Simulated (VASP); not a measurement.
# Ge (P6_3/mmc) in VASP: settings compared

Ge is run at these levels: LDA, PBEsol; tasks: single point.

Program: VASP 6.6.1. These are calculated values, not measurements. Logs are shortened: lines on timing, memory, paths and dates and some standing lists are left out, and cuts for length are marked.

**1. The cell of the first run**

It takes space group P6_3/mmc (No. 194, hexagonal). Conventional cell: a = 3.998 Å, b = 3.998 Å, c = 6.599 Å, α = 90.00°, β = 90.00°, γ = 120.00°. Within 3.2 Å of Ge (site symmetry 3m) lie 4 Ge at 2.45 to 2.47 Å.

This isn't the form of Ge at room conditions, which is diamond.

**2. Single point, LDA**

INCAR

```
SYSTEM = Ge
ALGO = Normal
EDIFF = 1E-6
ENCUT = 500
GGA_COMPAT = .False.
ISIF = 2
ISMEAR = 1
LASPH = .True.
LCHARG = .False.
LREAL = .False.
LWAVE = .False.
NBANDS = 36
NELM = 120
PREC = Accurate
SIGMA = 0.1
```

KPOINTS

```
k-points
0
Gamma
  7 7 4
  0 0 0
```

POSCAR

```
Ge
1.0
    3.9975860000      0.0000000000      0.0000000000
   -1.9987930000      3.4620110298      0.0000000000
    0.0000000000      0.0000000000      6.5993780000
Ge
4
Direct
    0.6666666667      0.3333333333      0.0629010000
    0.3333333333      0.6666666667      0.5629010000
    0.3333333333      0.6666666667      0.9370990000
    0.6666666667      0.3333333333      0.4370990000
```

Potentials or basis: VASP PAW LDA potentials, release 64 (Ge_d).

Launch:

```console
$ cat potpaw_LDA.64/Ge_d/POTCAR > POTCAR
$ mpirun -np 1 vasp_std > vasp.out
```

OUTCAR:

```text
SYSTEM = Ge
   EDIFF = 1E-6
   ENCUT = 500
   ISIF = 2
   ISMEAR = 1
   LASPH = .True.
   LREAL = .False.
   NELM = 120
   PREC = Accurate

 ion  position               nearest neighbor table
   1  0.667  0.333  0.063-   3 2.45   3 2.45   3 2.45   4 2.47
   2  0.333  0.667  0.563-   4 2.45   4 2.45   4 2.45   3 2.47
   3  0.333  0.667  0.937-   1 2.45   1 2.45   1 2.45   2 2.47
   4  0.667  0.333  0.437-   2 2.45   2 2.45   2 2.45   1 2.47

  LATTYP: Found a hexagonal cell.
 ALAT       =     3.9975860000
 C/A-ratio  =     1.6508407824

  Lattice vectors:

 A1 = (   3.9975860000,   0.0000000000,   0.0000000000)
 A2 = (  -1.9987930000,   3.4620110298,   0.0000000000)
 A3 = (   0.0000000000,   0.0000000000,   6.5993780000)

Analysis of symmetry for initial positions (statically):
=====================================================================
 Subroutine PRICEL returns:
 Original cell was already a primitive cell.

 Routine SETGRP: Setting up the symmetry group for a
 hexagonal supercell.

 Subroutine GETGRP returns: Found 24 space group operations
 (whereof 12 operations were pure point group operations)
 out of a pool of 24 trial point group operations.

The static configuration has the point symmetry D_3d.
 The point group associated with its full space group is D_6h.

Analysis of symmetry for dynamics (positions and initial velocities):
=====================================================================
 Subroutine PRICEL returns:
 Original cell was already a primitive cell.

 Routine SETGRP: Setting up the symmetry group for a
 hexagonal supercell.

 Subroutine GETGRP returns: Found 24 space group operations
 (whereof 12 operations were pure point group operations)
 out of a pool of 24 trial point group operations.

The dynamic configuration has the point symmetry D_3d.
 The point group associated with its full space group is D_6h.

 Subroutine INISYM returns: Found 24 space group operations
 (whereof 12 operations are pure point group operations),
 and found     1 'primitive' translations

----------------------------------------------------------------------------------------

                                     Primitive cell

  volume of cell :      91.3333

  direct lattice vectors                    reciprocal lattice vectors
     3.997586000  0.000000000  0.000000000     0.250150966  0.144424728  0.000000000
    -1.998793000  3.462011030  0.000000000     0.000000000  0.288849455  0.000000000
     0.000000000  0.000000000  6.599378000     0.000000000  0.000000000  0.151529432

  length of vectors
     3.997586000  3.997586000  6.599378000     0.288849455  0.288849455  0.151529432

  position of ions in fractional coordinates (direct lattice)
     0.666666667  0.333333333  0.062901000
     0.333333333  0.666666667  0.562901000
     0.333333333  0.666666667  0.937099000
     0.666666667  0.333333333  0.437099000

  ion indices of the primitive-cell ions
   primitive index   ion index
                 1           1
                 2           2
                 3           3
                 4           4

----------------------------------------------------------------------------------------

 KPOINTS: k-points

Automatic generation of k-mesh.
 Grid dimensions read from file:
 generate k-points for:    7    7    4

 Generating k-lattice:

  Cartesian coordinates                     Fractional coordinates (reciprocal lattice)
     0.035735852  0.020632104  0.000000000     0.142857143  0.000000000  0.000000000
     0.000000000  0.041264208  0.000000000     0.000000000  0.142857143  0.000000000
     0.000000000  0.000000000  0.037882358     0.000000000  0.000000000  0.250000000

  Length of vectors
     0.041264208  0.041264208  0.037882358

  Shift w.r.t. Gamma in fractional coordinates (k-lattice)
     0.000000000  0.000000000  0.000000000

 Subroutine IBZKPT returns following result:
 ===========================================

 Found     24 irreducible k-points:

 Following reciprocal coordinates:
            Coordinates               Weight
  0.000000  0.000000  0.000000      1.000000
  0.142857  0.000000  0.000000      6.000000
  0.285714 -0.000000  0.000000      6.000000
  0.428571 -0.000000  0.000000      6.000000
  0.142857  0.142857  0.000000      6.000000
  0.285714  0.142857  0.000000     12.000000
[... 16 lines left out ...]
  0.428571  0.142857  0.500000      6.000000
  0.285714  0.285714  0.500000      6.000000
   k-points           NKPTS =     24   k-points in BZ     NKDIM =     24   number of bands    NBANDS=     36
   number of dos      NEDOS =    301   number of ions     NIONS =      4
   total plane-waves  NPLWV =  43200
   dimension x,y,z NGX =    30 NGY =   30 NGZ =   48
   dimension x,y,z NGXF=    60 NGYF=   60 NGZF=   96
   ions per type =               4
   NGX,Y,Z   is equivalent  to a cutoff of  12.48, 12.48, 12.09 a.u.
   NGXF,Y,Z  is equivalent  to a cutoff of  24.95, 24.95, 24.18 a.u.
 SYSTEM =  Ge
   PREC   = accura    normal or accurate (medium, high low for compatibility)
   ISTART =      0    job   : 0-new  1-cont  2-samecut
   ICHARG =      2    charge: 1-file 2-atom 10-const
   ISPIN  =      1    spin polarized calculation?
   LNONCOLLINEAR =      F non collinear calculations
   LSORBIT =      F    spin-orbit coupling
   LASPH  =      T    aspherical Exc in radial PAW
   ENCUT  =  500.0 eV  36.75 Ry    6.06 a.u.   7.29  7.29 12.03*2*pi/ulx,y,z
   NELM   =    120;   NELMIN=  2; NELMDL= -5     # of ELM steps
   EDIFF  = 0.1E-05   stopping-criterion for ELM
   LREAL  =      F    real-space projection
   EDIFFG = 0.1E-04   stopping-criterion for IOM
   NSW    =      0    number of steps for IOM
   IBRION =     -1    ionic relax: 0-MD 1-quasi-New 2-CG
   NFREE  =      0    steps in history (QN), initial steepest desc. (CG)
   ISIF   =      2    stress and relaxation
   ISYM   =      2    0-nonsym 1-usesym 2-fastsym
   POTIM  = 0.5000    time-step for ionic-motion
   TEBEG  =    0.0;   TEEND  =   0.0 temperature during run
   PSTRESS=    0.0 pullay stress
   NELECT =      56.0000    total number of electrons
   NUPDOWN=      -1.0000    fix difference up-down
   EMIN   =  10.00;   EMAX   =-10.00  energy-range for DOS
   EFERMI =   0.00;   METHOD = LEGACY
   ISMEAR =     1;   SIGMA  =   0.10  broadening in eV -4-tet -1-fermi 0-gaus
   EFERMI_NEDOS =   21; number of points for ismear=-14 and -15
   IALGO  =     38    algorithm
   IMIX   =      4    mixing-type and parameters
     AMIX     =   0.40;   BMIX     =  1.00
     AMIX_MAG =   1.60;   BMIX_MAG =  1.00
  volume/ion in A,a.u.               =      22.83       154.09
  Fermi-wavevector in a.u.,A,eV,Ry     =   1.390788  2.628209 26.317648  1.934293
  Thomas-Fermi vector in A             =   2.514690
   LORBIT       =      0    0 simple, 1 ext, 2 COOP (PROOUT), +10 PAW based schemes
   GGA     = CA    functional components
   LHFCALC =     F    Hartree Fock is set to
   AEXX    =    0.0000 exact exchange contribution
   IVDW    =     0    specifies the selected vdW correction
   LEPSILON=     F    determine dielectric tensor
   LRPA    =     F    only Hartree local field effects (RPA)
 non-spin polarized calculation
 Methfessel and Paxton  Order N= 1 SIGMA  =   0.10
  energy-cutoff  :      500.00
  volume of cell :       91.33
 maximum number of plane-waves:      2364
 NGX is ok and might be reduce to    30
   NGX = 15   NGY = 15   NGZ = 25

 number of electron      56.0000081 magnetization

 Free energy of the ion-electron system (eV)
  ---------------------------------------------------
  ext. energy  EPLUGINS =         0.00000000
  ---------------------------------------------------
  free energy    TOTEN  =       -20.68630443 eV

  energy without entropy =      -20.68681824  energy(sigma->0) =      -20.68647570

 E-fermi :   4.5913     XC(G=0): -10.2432

 val. band max:        4.5336430529   @ k =   0.0000   0.0000   0.0000
 cond. band min:       4.7033512180   @ k =   0.0000   0.0000   0.2500
 fundamental gap:      0.1697081651
 Fermi energy:         4.5912756588

 k-point     1 :       0.0000    0.0000    0.0000
  band No.  band energies     occupation
      1     -20.3233      2.00000
      2     -20.3233      2.00000
      3     -20.2858      2.00000
      4     -20.2852      2.00000
      5     -20.2852      2.00000
      6     -20.2728      2.00000
[... 28 lines left out ...]
     35       9.2230      0.00000
     36      10.6129      0.00000

 k-point     2 :       0.1429    0.0000    0.0000
  band No.  band energies     occupation
      1     -20.3340      2.00000
      2     -20.3270      2.00000
      3     -20.2965      2.00000
      4     -20.2916      2.00000
      5     -20.2847      2.00000
      6     -20.2600      2.00000
[... 28 lines left out ...]
     35      10.0658      0.00000
     36      10.6591      0.00000

 k-point     3 :       0.2857   -0.0000    0.0000
  band No.  band energies     occupation
      1     -20.3427      2.00000
      2     -20.3313      2.00000
      3     -20.3121      2.00000
      4     -20.3009      2.00000
      5     -20.2778      2.00000
      6     -20.2479      2.00000
[... 28 lines left out ...]
     35      11.4414      0.00000
     36      11.6090      0.00000

 k-point     4 :       0.4286   -0.0000    0.0000
  band No.  band energies     occupation
      1     -20.3400      2.00000
      2     -20.3326      2.00000
      3     -20.3259      2.00000
      4     -20.3058      2.00000
      5     -20.2636      2.00000
      6     -20.2426      2.00000
[... 28 lines left out ...]
     35      11.8891      0.00000
     36      12.9977      0.00000

 k-point     5 :       0.1429    0.1429    0.0000
  band No.  band energies     occupation
      1     -20.3402      2.00000
      2     -20.3344      2.00000
      3     -20.3061      2.00000
      4     -20.3027      2.00000
      5     -20.2761      2.00000
      6     -20.2525      2.00000
[... 655 lines left out ...]
 k-point    22 :       0.2857    0.1429    0.5000
  band No.  band energies     occupation
      1     -20.3277      2.00000
      2     -20.3277      2.00000
      3     -20.3165      2.00000
      4     -20.3165      2.00000
      5     -20.2614      2.00000
      6     -20.2614      2.00000
[... 28 lines left out ...]
     35      10.8577      0.00000
     36      10.8577      0.00000

 k-point    23 :       0.4286    0.1429    0.5000
  band No.  band energies     occupation
      1     -20.3300      2.00000
      2     -20.3300      2.00000
      3     -20.3163      2.00000
      4     -20.3163      2.00000
      5     -20.2552      2.00000
      6     -20.2552      2.00000
[... 28 lines left out ...]
     35      12.5933      0.00000
     36      12.5933      0.00000

 k-point    24 :       0.2857    0.2857    0.5000
  band No.  band energies     occupation
      1     -20.3369      2.00000
      2     -20.3369      2.00000
      3     -20.3165      2.00000
      4     -20.3165      2.00000
      5     -20.2519      2.00000
      6     -20.2519      2.00000
[... 28 lines left out ...]
     35      10.7015      0.00000
     36      10.7015      0.00000

------------------------ aborting loop because EDIFF is reached ----------------------------------------

  FORCE on cell =-STRESS in cart. coord.  units (eV):
  Direction    XX          YY          ZZ          XY          YZ          ZX
  --------------------------------------------------------------------------------------
  -------------------------------------------------------------------------------------
  Total       -0.9667280     -0.9667280     -1.1418306      0.0000000      0.0000000      0.0000000
  in kB      -16.9584282    -16.9584282    -20.0300943      0.0000000      0.0000000      0.0000000
  external PRESSURE =     -17.9823169 kB  Pullay stress =       0.0000000 kB

 VOLUME and BASIS-vectors are now :
 -----------------------------------------------------------------------------
  energy-cutoff  :      500.00
  volume of cell :       91.33
      direct lattice vectors                 reciprocal lattice vectors
     3.997586000  0.000000000  0.000000000     0.250150966  0.144424728  0.000000000
    -1.998793000  3.462011030  0.000000000     0.000000000  0.288849455  0.000000000
     0.000000000  0.000000000  6.599378000     0.000000000  0.000000000  0.151529432

 POSITION                                       TOTAL-FORCE (eV/Angst)
 -----------------------------------------------------------------------------------
      1.99879      1.15400      0.41511        -0.000000     -0.000000      0.000476
     -0.00000      2.30801      3.71480         0.000000     -0.000000      0.000476
     -0.00000      2.30801      6.18427         0.000000      0.000000     -0.000476
      1.99879      1.15400      2.88458        -0.000000      0.000000     -0.000476
 -----------------------------------------------------------------------------------
    total drift:                                0.000000     -0.000000      0.000000

  FREE ENERGIE OF THE ION-ELECTRON SYSTEM (eV)
  ---------------------------------------------------
  free  energy   TOTEN  =       -20.6863044251 eV

  energy  without entropy=      -20.6868182437  energy(sigma->0) =      -20.68647570
```

Run time: 38 s. Hardware: 1 thread of Intel Xeon Platinum 8375C at 2.90GHz (Ice Lake), shared host; peak memory 0.19 GiB.

What came out:

- Free energy: -20.6863 eV
- Pressure: -1.8 GPa
- Band gap on the k mesh: 0.17 eV (least direct gap 0.25 eV)

Caveat: semilocal functionals underestimate gaps, and a narrow one can read as zero.

**3. Single point, PBEsol**

INCAR

```
ALGO = Normal
EDIFF = 1E-6
ENCUT = 500
GGA = PS
GGA_COMPAT = F
ISIF = 2
ISMEAR = 1
LASPH = T
LCHARG = T
LELF = T
LREAL = F
LVHAR = T
LWAVE = F
NBANDS = 36
NELM = 120
PREC = Accurate
SIGMA = 0.1
```

KPOINTS

```
k-points
0
Gamma
  7 7 4
```

POSCAR is that of step 2.

Potentials or basis: VASP PAW PBE potentials, release 64 (Ge_d).

Launch:

```console
$ cat potpaw_PBE.64/Ge_d/POTCAR > POTCAR
$ mpirun -np 1 vasp_std > vasp.out
```

Run time: 47 s. Hardware: 1 thread of Intel Xeon Platinum 8375C at 2.90GHz (Ice Lake), shared host; peak memory 0.22 GiB.

The run converged. Its results:

- Free energy: -19.6663 eV
- Pressure: -0.1 GPa
- Largest force: 0.009 eV/Å
- Band gap on the k mesh: 0.10 eV (least direct gap 0.16 eV)

Forces on the atoms (eV/Å):
```
Ge   0.000  0.000  0.009
Ge   0.000  0.000  0.009
Ge   0.000  0.000 -0.009
Ge   0.000  0.000 -0.009
```

Stress tensor (GPa, compression positive):
```
-0.02  0.00  0.00
 0.00 -0.02  0.00
 0.00  0.00 -0.41
```

Levels at points of the mesh, in eV from the valence-band top:
| k point | band 24 | band 25 | band 26 | band 27 | band 28 | band 29 | band 30 | band 31 | band 32 | band 33 |
| --- | --- | --- | --- | --- | --- | --- | --- | --- | --- | --- |
| (0.00, 0.00, 0.00) | -1.44 | -1.44 | -0.12 | -0.10 | 0.00 | 0.16 | 0.16 | 2.28 | 2.28 | 2.77 |
| (0.00, 0.00, 0.50) | -4.78 | -0.82 | -0.82 | -0.82 | -0.82 | 0.68 | 0.68 | 3.39 | 3.39 | 3.39 |

Caveat: semilocal functionals underestimate gaps, and a narrow one can read as zero; the PAW data sets were made with another functional, which shifts forces and pressure a little.
